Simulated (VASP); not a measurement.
# Sn (Fd-3m) in VASP: notebook, part 2 of 2

VASP 6.6.1. The steps go on from the part before.

### 3 Relaxation of cell and atoms, RPBE+D4

INCAR

```
ALGO = Normal ; EDIFF = 1E-6
EDIFFG = -0.02 ; ENCUT = 600
GGA = RP ; IBRION = 2
ISIF = 3 ; ISMEAR = -1
IVDW = 13 ; LASPH = T
LCHARG = F ; LREAL = F
LWAVE = F ; NELM = 100
NSW = 80 ; PREC = Accurate
SIGMA = 0.05
```

KPOINTS

```
k-points
0
Gamma
  7 7 7
```

POSCAR

```
Sn
1.0
    0.0000000000      3.2333428000      3.2333428000
    3.2333428000      0.0000000000      3.2333428000
    3.2333428000      3.2333428000      0.0000000000
Sn
2
Direct
    0.7500000000      0.7500000000      0.7500000000
    0.5000000000      0.5000000000      0.5000000000
```

Potentials or basis: VASP PAW PBE potentials, release 64 (Sn_d).

The run is started by

```bash
> cat potpaw_PBE.64/Sn_d/POTCAR > POTCAR
> mpirun -np 1 vasp_std > vasp.out
```

OUTCAR:

```text
EDIFF = 1E-6
   EDIFFG = -0.02
   ENCUT = 600
   GGA = RP
   IBRION = 2
   ISIF = 3
   ISMEAR = -1
   IVDW = 13
   LASPH = T
   LREAL = F
   NELM = 100
   NSW = 80
   PREC = Accurate

 ion  position               nearest neighbor table
   1  0.750  0.750  0.750-   2 2.80   2 2.80   2 2.80   2 2.80
   2  0.500  0.500  0.500-   1 2.80   1 2.80   1 2.80   1 2.80

  LATTYP: Found a face centered cubic cell.
 ALAT       =     6.4666856000

  Lattice vectors:

 A1 = (   0.0000000000,   3.2333428000,   3.2333428000)
 A2 = (   3.2333428000,   0.0000000000,   3.2333428000)
 A3 = (   3.2333428000,   3.2333428000,   0.0000000000)

Analysis of symmetry for initial positions (statically):
=====================================================================
 Subroutine PRICEL returns:
 Original cell was already a primitive cell.

 Routine SETGRP: Setting up the symmetry group for a
 face centered cubic supercell.

 Subroutine GETGRP returns: Found 48 space group operations
 (whereof 24 operations were pure point group operations)
 out of a pool of 48 trial point group operations.

The static configuration has the point symmetry T_d .
 The point group associated with its full space group is O_h .

Analysis of symmetry for dynamics (positions and initial velocities):
=====================================================================
 Subroutine PRICEL returns:
 Original cell was already a primitive cell.

 Routine SETGRP: Setting up the symmetry group for a
 face centered cubic supercell.

 Subroutine GETGRP returns: Found 48 space group operations
 (whereof 24 operations were pure point group operations)
 out of a pool of 48 trial point group operations.

The dynamic configuration has the point symmetry T_d .
 The point group associated with its full space group is O_h .

 Subroutine INISYM returns: Found 48 space group operations
 (whereof 24 operations are pure point group operations),
 and found     1 'primitive' translations

----------------------------------------------------------------------------------------

                                     Primitive cell

  volume of cell :      67.6060

[... 82 lines left out ...]
   NELM   =    100;   NELMIN=  2; NELMDL= -5     # of ELM steps
   EDIFF  = 0.1E-05   stopping-criterion for ELM
   LREAL  =      F    real-space projection
   EDIFFG = -.2E-01   stopping-criterion for IOM
   NSW    =     80    number of steps for IOM
   IBRION =      2    ionic relax: 0-MD 1-quasi-New 2-CG
   NFREE  =      1    steps in history (QN), initial steepest desc. (CG)
   ISIF   =      3    stress and relaxation
   ISYM   =      2    0-nonsym 1-usesym 2-fastsym
   POTIM  = 0.5000    time-step for ionic-motion
   TEBEG  =    0.0;   TEEND  =   0.0 temperature during run
   PSTRESS=    0.0 pullay stress
   NELECT =      28.0000    total number of electrons
   NUPDOWN=      -1.0000    fix difference up-down
   EMIN   =  10.00;   EMAX   =-10.00  energy-range for DOS
   EFERMI =   0.00;   METHOD = LEGACY
   ISMEAR =    -1;   SIGMA  =   0.05  broadening in eV -4-tet -1-fermi 0-gaus
   EFERMI_NEDOS =   21; number of points for ismear=-14 and -15
   IALGO  =     38    algorithm
   IMIX   =      4    mixing-type and parameters
     AMIX     =   0.40;   BMIX     =  1.00
     AMIX_MAG =   1.60;   BMIX_MAG =  1.00
  volume/ion in A,a.u.               =      33.80       228.11
  Fermi-wavevector in a.u.,A,eV,Ry     =   1.220298  2.306028 20.260793  1.489126
  Thomas-Fermi vector in A             =   2.355520
   LORBIT       =      0    0 simple, 1 ext, 2 COOP (PROOUT), +10 PAW based schemes
   GGA     = RP    functional components
   LHFCALC =     F    Hartree Fock is set to
   AEXX    =    0.0000 exact exchange contribution
   IVDW    =    13    specifies the selected vdW correction
   LEPSILON=     F    determine dielectric tensor
   LRPA    =     F    only Hartree local field effects (RPA)
 conjugate gradient relaxation of ions
 non-spin polarized calculation
  energy-cutoff  :      600.00
  volume of cell :       67.61
 maximum number of plane-waves:      2281
 NGX is ok and might be reduce to    40
   NGX = 19   NGY = 19   NGZ = 19

--------------------------------------- Ionic step        1  -------------------------------------------

 number of electron      28.0000005 magnetization

 Free energy of the ion-electron system (eV)
  ---------------------------------------------------
  ext. energy  EPLUGINS =         0.00000000
  ---------------------------------------------------
  free energy    TOTEN  =        -6.89821780 eV

  energy without entropy =       -6.89659213  energy(sigma->0) =       -6.89740496

------------------------ aborting loop because EDIFF is reached ----------------------------------------

  DFT-D4 for vdW energy calculation

  Edisp (eV):   -1.16821
[... 71 lines left out ...]
--------------------------------------- Ionic step        3  -------------------------------------------

 number of electron      28.0000000 magnetization

 Free energy of the ion-electron system (eV)
  ---------------------------------------------------
  ext. energy  EPLUGINS =         0.00000000
  ---------------------------------------------------
  free energy    TOTEN  =        -6.97402778 eV

  energy without entropy =       -6.97209231  energy(sigma->0) =       -6.97306005

 E-fermi :   5.3980     XC(G=0):  -8.5551

 val. band max:        5.1744843509   @ k =   0.1429   0.0000   0.0000
 cond. band min:       5.4570517767   @ k =   0.4286   0.0000   0.0000
 fundamental gap:      0.2825674259
 Fermi energy:         5.3980329828

 k-point     1 :       0.0000    0.0000    0.0000
  band No.  band energies     occupation
      1     -16.2398      2.00000
      2     -16.2398      2.00000
      3     -16.2398      2.00000
      4     -16.1860      2.00000
      5     -16.1860      2.00000
      6     -15.9034      2.00000
[... 442 lines left out ...]
  FREE ENERGIE OF THE ION-ELECTRON SYSTEM (eV)
  ---------------------------------------------------
  free  energy   TOTEN  =        -8.0836930810 eV

  energy  without entropy=       -8.0817576165  energy(sigma->0) =       -8.08272535

 reached required accuracy - stopping structural energy minimisation
```

OSZICAR:

```text
N       E                     dE             d eps       ncg     rms          rms(c)
DAV:   1     0.216958559786E+03    0.21696E+03   -0.16565E+04   720   0.250E+03
DAV:   2     0.139465174104E+02   -0.20301E+03   -0.20137E+03   722   0.474E+02
DAV:   3    -0.628602033831E+01   -0.20233E+02   -0.20104E+02   834   0.151E+02
[... 25 lines left out ...]
DAV:   4    -0.697403935930E+01    0.56237E-03   -0.15562E-03   804   0.506E-01    0.218E-02
DAV:   5    -0.697402038019E+01    0.18979E-04   -0.70729E-05  1000   0.913E-02    0.112E-02
DAV:   6    -0.697402562982E+01   -0.52496E-05   -0.17926E-05   730   0.426E-02    0.523E-03
DAV:   7    -0.697402810201E+01   -0.24722E-05   -0.11982E-06   666   0.959E-03    0.119E-03
DAV:   8    -0.697402777776E+01    0.32425E-06   -0.14269E-06   552   0.734E-03
   3 F= -.80836931E+01 E0= -.80827253E+01  d E =-.172626E-01
```

CONTCAR:

```text
Sn
   1.00000000000000
     0.0000000000000000    3.2804682907363958    3.2804682907363958
     3.2804682907363958    0.0000000000000000    3.2804682907363958
     3.2804682907363958    3.2804682907363958    0.0000000000000000
  Sn
     2
Direct
     0.7500000000000000    0.7500000000000000    0.7500000000000000
     0.5000000000000000    0.5000000000000000    0.5000000000000000

  0.00000000E+00  0.00000000E+00  0.00000000E+00
  0.00000000E+00  0.00000000E+00  0.00000000E+00
```

Run time: 2.4 min. Hardware: 1 thread of Intel Xeon 8259CL, shared host; peak memory 0.25 GiB.

Results:

```
Free energy                           : -8.0837 eV
Relaxed volume                        : 35.30 Å³/atom
Relaxed cell                          : a = 4.639 Å, b = 4.639 Å, c = 4.639 Å, α = 60.00°, β = 60.00°, γ = 60.00°
Space group after relaxing (to 0.1 Å) : Fd-3m (No. 227)
Energy gained by relaxing             : 8.6 meV/atom
Ionic steps                           : 3
Pressure after relaxing               : 0.0 GPa
Band gap on the k mesh                : zero (bands 14 and 15 overlap by 0.05 eV)
Dispersion energy per atom            : -0.555 eV
```

The path:
| step | energy change (eV) | largest force (eV/Å) | pressure (GPa) | volume (Å³) |
| --- | --- | --- | --- | --- |
| 1 | 0.0000 | 0.0000 | 1.93 | 67.61 |
| 2 | -0.0154 | 0.0000 | -0.56 | 71.67 |
| 3 | -0.0173 | 0.0000 | 0.00 | 70.61 |

Final structure:
```cif
data_structure
_symmetry_space_group_name_H-M 'P 1'
_symmetry_Int_Tables_number 1
_cell_length_a 4.6393
_cell_length_b 4.6393
_cell_length_c 4.6393
_cell_angle_alpha 60.000
_cell_angle_beta 60.000
_cell_angle_gamma 60.000
_cell_volume 70.61
loop_
_atom_site_label
_atom_site_type_symbol
_atom_site_fract_x
_atom_site_fract_y
_atom_site_fract_z
_atom_site_occupancy
Sn1 Sn 0.75000 0.75000 0.75000 1
Sn2 Sn 0.50000 0.50000 0.50000 1
```

Levels at points of the mesh, in eV from the Fermi level:
| k point | band 10 | band 11 | band 12 | band 13 | band 14 | band 15 | band 16 | band 17 | band 18 |
| --- | --- | --- | --- | --- | --- | --- | --- | --- | --- |
| (0.00, 0.00, 0.00) | -21.30 | -10.33 | -0.76 | 0.11 | 0.11 | 0.11 | 2.19 | 2.19 | 2.19 |

Caveat: the PAW data sets were made with another functional, which shifts forces and pressure a little; spin-orbit coupling is left out, which moves the levels of the heavy elements. Zero-point motion and thermal expansion aren't in these numbers.
